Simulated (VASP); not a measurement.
Crystal: TiCo3.

```
Ti Co
1.0
     3.52803    0.00000    0.00000
     0.00000    3.52803    0.00000
     0.00000    0.00000    3.52803
Ti Co
1 3
Direct
  0.00000 0.00000 0.00000
  0.00000 0.50000 0.50000
  0.50000 0.00000 0.50000
  0.50000 0.50000 0.00000
```

Base run:

```yaml
Program: VASP 6.6.1
Functional: PBEsol
Potentials_or_basis: VASP PAW PBE potentials, release 64 (Ti_sv, Co)
Cutoff: 520 eV
k_mesh: 12 × 12 × 12
Occupations: gaussian, width 0.15 eV
Spin: collinear spin, ferromagnetic start
Starting_moments: "[0.9, 1.98, 1.98, 1.98] μB"
Fixed_moment: 6.84 μB
```

Its results: pressure 27.8 GPa; site moments Ti +0.63; Co +1.97 μB.

Problem. The run is repeated on the same cell with these changes: fixed moment from 6.84 μB to 3.8 μB; moments at the start from [0.9, 1.98, 1.98, 1.98] to [0.5, 1.1, 1.1, 1.1]. What comes out?

Solution. Pressure 9.3 GPa; site moments Ti -0.09; Co +1.28 μB.

Caveats: the cell stands under pressure; the PAW data sets were made with another functional, which shifts forces and pressure a little; the total moment is fixed, so each spin has its own Fermi level and the state may be an excited one.
